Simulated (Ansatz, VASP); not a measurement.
**Zr2S5 in VASP and in Ansatz**

Contents of INCAR:

```
SYSTEM = Zr2S5
  ALGO = Normal
  EDIFF = 1E-6
  EDIFFG = -0.04
  ENCUT = 600
  GGA = PE
  IBRION = 2
  ISIF = 3
  ISMEAR = 0
  LASPH = .True.
  LCHARG = .False.
  LREAL = .False.
  LWAVE = .False.
  NELM = 100
  NSW = 90
  PREC = Accurate
  SIGMA = 0.1
```

KPOINTS

```
k-points
0
Gamma
  6 2 4
  0 0 0
```

Contents of POSCAR:

```
Zr2S5
1.0
    3.4285812333      0.0000000000      0.0000000000
    0.0000000000      8.3584606028      0.0000000000
    0.0000000000      0.0000000000      7.2665931950
Zr S
2 5
Direct
    0.5000000000      0.7232865014      0.6831870273
    0.5000000000      0.2767134986      0.6831870273
    0.0000000000      0.2329516602      0.4497312049
    0.0000000000      0.7670483398      0.4497312049
    0.0000000000      0.8742009592      0.9019981339
    0.0000000000      0.1257990408      0.9019981339
    0.0000000000      0.5000000000      0.8046800590
```

Input for Ansatz:

```yaml
crystal:
  lattice:
    - [3.4285812333, 0.0, 0.0]
    - [0.0, 8.3584606028, 0.0]
    - [0.0, 0.0, 7.266593195]
  atoms:
    - { symbol: Zr, position: [0.5, 0.7232865014, 0.6831870273] }
    - { symbol: Zr, position: [0.5, 0.2767134986, 0.6831870273] }
    - { symbol: S, position: [0.0, 0.2329516602, 0.4497312049] }
    - { symbol: S, position: [0.0, 0.7670483398, 0.4497312049] }
    - { symbol: S, position: [0.0, 0.8742009592, 0.9019981339] }
    - { symbol: S, position: [0.0, 0.1257990408, 0.9019981339] }
    - { symbol: S, position: [0.0, 0.5, 0.804680059] }
basis:
  ecutwfc: 420
kpoints:
  mp_grid: { grid: [6, 2, 4] }
hamiltonian:
  xc: pbe
scf:
  occupations: { method: gaussian, width: 0.1 }
  lower_state_search: "off"
output:
  forces: true
  stress: true
  eigenvalues: true
relax:
  adjacent_minimum: "off"
  f_tol: 0.04
  max_steps: 70
  cell: { stress_tol: 0.4 }
```

Alike in both runs: task relaxation of cell and atoms; functional PBE; k mesh 6 × 2 × 4; occupations gaussian, width 0.1 eV; no spin polarisation.

|  | VASP | Ansatz |
| --- | --- | --- |
| version | VASP 6.6.1 | Ansatz 0.2.0 |
| potentials or method | VASP PAW PBE potentials, release 64 (Zr_sv, S), cutoff 600 eV | scalar-relativistic, plane waves, PAW |
| valence electrons in the cell | 54 | 54 |

Ansatz gave:

- gap on the k mesh at the Fermi level, each at its own relaxed structure (eV): 0.37
- relaxed volume (Å³/atom): 29.75
- relaxed cell length with the largest relative difference (Å): 3.429

Q: Which values does VASP return?

A: gap on the k mesh at the Fermi level, each at its own relaxed structure (eV): 0.37; relaxed volume (Å³/atom): 29.66; relaxed cell length with the largest relative difference (Å): 3.419.
